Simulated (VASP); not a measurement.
# LiBr (Fm-3m) in VASP: single point with PBEsol

Aim: the single point of LiBr with PBEsol.

Everything below comes from runs of VASP 6.6.1. Logs are shortened: lines on timing, memory, paths and dates and some standing lists are left out, and cuts for length are marked.

### Step 1. The cell of the first run

It takes space group Fm-3m (No. 225, cubic). Conventional cell: a = 5.412 Å, b = 5.412 Å, c = 5.412 Å, α = 90.00°, β = 90.00°, γ = 90.00°. Within 3.6 Å of Li (site symmetry m-3m) lie 6 Br at 2.71 Å. Br (site symmetry m-3m) has 6 Li at 2.71 Å within 3.6 Å.

### Step 2. Single point, PBEsol

Contents of INCAR:

```
ALGO     = Normal         # electronic algorithm
EDIFF    = 1E-6           # SCF threshold, eV
ENCUT    = 750            # plane-wave cutoff, eV
GGA      = PS             # functional
GGA_COMPAT= F            
ISIF     = 2              # what is computed and relaxed
ISMEAR   = -1             # smearing method
LASPH    = T              # aspherical terms in the spheres
LCHARG   = T              # write CHGCAR
LELF     = T              # ELF
LREAL    = F              # projectors in reciprocal space
LVHAR    = T            
LWAVE    = F              # write WAVECAR
NBANDS   = 12             # bands
NELM     = 120            # most SCF steps
PREC     = Accurate       # precision mode
SIGMA    = 0.1            # smearing width, eV
```

Contents of KPOINTS:

```
k-points
0
Gamma
  16 16 16
```

Contents of POSCAR:

```
LiBr
1.0
    0.0000000000      2.7061276536      2.7061276536
    2.7061276536      0.0000000000      2.7061276536
    2.7061276536      2.7061276536      0.0000000000
Li Br
1 1
Direct
    0.0000000000      0.0000000000      0.0000000000
    0.5000000000      0.5000000000      0.5000000000
```

Potentials or basis: VASP PAW PBE potentials, release 64 (Li_sv, Br).

Run with:

```
cat potpaw_PBE.64/Li_sv/POTCAR potpaw_PBE.64/Br/POTCAR > POTCAR
mpirun -np 1 vasp_std > vasp.out
```

OUTCAR:

```text
EDIFF = 1E-6
   ENCUT = 750
   GGA = PS
   ISIF = 2
   ISMEAR = -1
   LASPH = T
   LREAL = F
   NELM = 120
   PREC = Accurate

 ion  position               nearest neighbor table
   1  0.000  0.000  0.000-
   2  0.500  0.500  0.500-

  LATTYP: Found a face centered cubic cell.
 ALAT       =     5.4122553072

  Lattice vectors:

 A1 = (   0.0000000000,   2.7061276536,   2.7061276536)
 A2 = (   2.7061276536,   0.0000000000,   2.7061276536)
 A3 = (   2.7061276536,   2.7061276536,   0.0000000000)

Analysis of symmetry for initial positions (statically):
=====================================================================
 Subroutine PRICEL returns:
 Original cell was already a primitive cell.

 Routine SETGRP: Setting up the symmetry group for a
 face centered cubic supercell.

 Subroutine GETGRP returns: Found 48 space group operations
 (whereof 48 operations were pure point group operations)
 out of a pool of 48 trial point group operations.

The static configuration has the point symmetry O_h .

Analysis of symmetry for dynamics (positions and initial velocities):
=====================================================================
 Subroutine PRICEL returns:
 Original cell was already a primitive cell.

 Routine SETGRP: Setting up the symmetry group for a
 face centered cubic supercell.

 Subroutine GETGRP returns: Found 48 space group operations
 (whereof 48 operations were pure point group operations)
 out of a pool of 48 trial point group operations.

The dynamic configuration has the point symmetry O_h .

 Subroutine INISYM returns: Found 48 space group operations
 (whereof 48 operations are pure point group operations),
 and found     1 'primitive' translations

----------------------------------------------------------------------------------------

                                     Primitive cell

  volume of cell :      39.6346

  direct lattice vectors                    reciprocal lattice vectors
     0.000000000  2.706127654  2.706127654    -0.184765859  0.184765859  0.184765859
     2.706127654  0.000000000  2.706127654     0.184765859 -0.184765859  0.184765859
     2.706127654  2.706127654  0.000000000     0.184765859  0.184765859 -0.184765859

  length of vectors
     3.827042429  3.827042429  3.827042429     0.320023855  0.320023855  0.320023855

  position of ions in fractional coordinates (direct lattice)
     0.000000000  0.000000000  0.000000000
[... 85 lines left out ...]
   ISYM   =      2    0-nonsym 1-usesym 2-fastsym
   POTIM  = 0.5000    time-step for ionic-motion
   TEBEG  =    0.0;   TEEND  =   0.0 temperature during run
   PSTRESS=    0.0 pullay stress
   NELECT =      10.0000    total number of electrons
   NUPDOWN=      -1.0000    fix difference up-down
   EMIN   =  10.00;   EMAX   =-10.00  energy-range for DOS
   EFERMI =   0.00;   METHOD = LEGACY
   ISMEAR =    -1;   SIGMA  =   0.10  broadening in eV -4-tet -1-fermi 0-gaus
   EFERMI_NEDOS =   21; number of points for ismear=-14 and -15
   IALGO  =     38    algorithm
   IMIX   =      4    mixing-type and parameters
     AMIX     =   0.40;   BMIX     =  1.00
     AMIX_MAG =   1.60;   BMIX_MAG =  1.00
  volume/ion in A,a.u.               =      19.82       133.73
  Fermi-wavevector in a.u.,A,eV,Ry     =   1.034467  1.954859 14.559887  1.070122
  Thomas-Fermi vector in A             =   2.168763
   LORBIT       =      0    0 simple, 1 ext, 2 COOP (PROOUT), +10 PAW based schemes
   GGA     = PS    functional components
   LHFCALC =     F    Hartree Fock is set to
   AEXX    =    0.0000 exact exchange contribution
   IVDW    =     0    specifies the selected vdW correction
   LEPSILON=     F    determine dielectric tensor
   LRPA    =     F    only Hartree local field effects (RPA)
 non-spin polarized calculation
  energy-cutoff  :      750.00
  volume of cell :       39.63
 maximum number of plane-waves:      1868
 NGX is ok and might be reduce to    36
   NGX = 17   NGY = 17   NGZ = 17

 number of electron      10.0000001 magnetization

 Free energy of the ion-electron system (eV)
  ---------------------------------------------------
  ext. energy  EPLUGINS =         0.00000000
  ---------------------------------------------------
  free energy    TOTEN  =        -6.93527465 eV

  energy without entropy =       -6.93527465  energy(sigma->0) =       -6.93527465

 E-fermi :   2.8349     XC(G=0):  -8.7907

 val. band max:        0.5910958680   @ k =  -0.0625   0.0625   0.0000
 cond. band min:       5.5697419199   @ k =   0.0000   0.0000   0.0000
 fundamental gap:      4.9786460519
 Fermi energy:         2.8348735029

 k-point     1 :       0.0000    0.0000    0.0000
  band No.  band energies     occupation
      1     -43.0180      2.00000
      2     -13.0465      2.00000
      3       0.5856      2.00000
      4       0.5856      2.00000
      5       0.5856      2.00000
      6       5.5697      0.00000
      7      11.0091      0.00000
      8      11.0091      0.00000
      9      11.0091      0.00000
     10      12.9635      0.00000
     11      12.9635      0.00000
     12      12.9635      0.00000
[... 331 lines left out ...]
 k-point    24 :      -0.0625    0.0625    0.0000
  band No.  band energies     occupation
      1     -43.0179      2.00000
      2     -12.9980      2.00000
      3       0.1755      2.00000
      4       0.4680      2.00000
      5       0.5911      2.00000
      6       5.9803      0.00000
      7      10.3991      0.00000
      8      10.9474      0.00000
      9      11.1587      0.00000
     10      11.4931      0.00000
     11      12.6622      0.00000
     12      13.2615      0.00000

 [... further k-points ...]

------------------------ aborting loop because EDIFF is reached ----------------------------------------

  FORCE on cell =-STRESS in cart. coord.  units (eV):
  Direction    XX          YY          ZZ          XY          YZ          ZX
  --------------------------------------------------------------------------------------
  -------------------------------------------------------------------------------------
  Total       -0.0100831     -0.0100831     -0.0100831     -0.0000000      0.0000000     -0.0000000
  in kB       -0.4075953     -0.4075953     -0.4075953     -0.0000000      0.0000000     -0.0000000
  external PRESSURE =      -0.4075953 kB  Pullay stress =       0.0000000 kB

 VOLUME and BASIS-vectors are now :
 -----------------------------------------------------------------------------
  energy-cutoff  :      750.00
  volume of cell :       39.63
      direct lattice vectors                 reciprocal lattice vectors
     0.000000000  2.706127654  2.706127654    -0.184765859  0.184765859  0.184765859
     2.706127654  0.000000000  2.706127654     0.184765859 -0.184765859  0.184765859
     2.706127654  2.706127654  0.000000000     0.184765859  0.184765859 -0.184765859

 POSITION                                       TOTAL-FORCE (eV/Angst)
 -----------------------------------------------------------------------------------
      0.00000      0.00000      0.00000        -0.000000     -0.000000     -0.000000
      2.70613      2.70613      2.70613         0.000000      0.000000      0.000000
 -----------------------------------------------------------------------------------
    total drift:                                0.000000      0.000000      0.000000

  FREE ENERGIE OF THE ION-ELECTRON SYSTEM (eV)
  ---------------------------------------------------
  free  energy   TOTEN  =        -6.9352746497 eV

  energy  without entropy=       -6.9352746497  energy(sigma->0) =       -6.93527465
```

It took 52 s on 1 thread of Intel Xeon Platinum 8488C (Sapphire Rapids), shared host; peak memory 0.27 GiB.

What came out:

```
Free energy            : -6.9353 eV
Pressure               : 0.0 GPa
Band gap on the k mesh : 4.98 eV (least direct gap 4.98 eV)
```

Levels at points of the mesh, in eV from the valence-band top:
```tsv
k point	band 2	band 3	band 4	band 5	band 6	band 7	band 8	band 9
(0.00, 0.00, 0.00)	-13.64	-0.01	-0.01	-0.01	4.98	10.42	10.42	10.42
(0.50, 0.00, 0.00)	-13.10	-3.15	-0.30	-0.30	5.47	8.03	8.03	12.15
(0.50, 0.50, 0.00)	-12.88	-3.17	-1.26	-1.26	6.22	6.85	11.89	12.67
```

Caveat: the PAW data sets were made with another functional, which shifts forces and pressure a little.
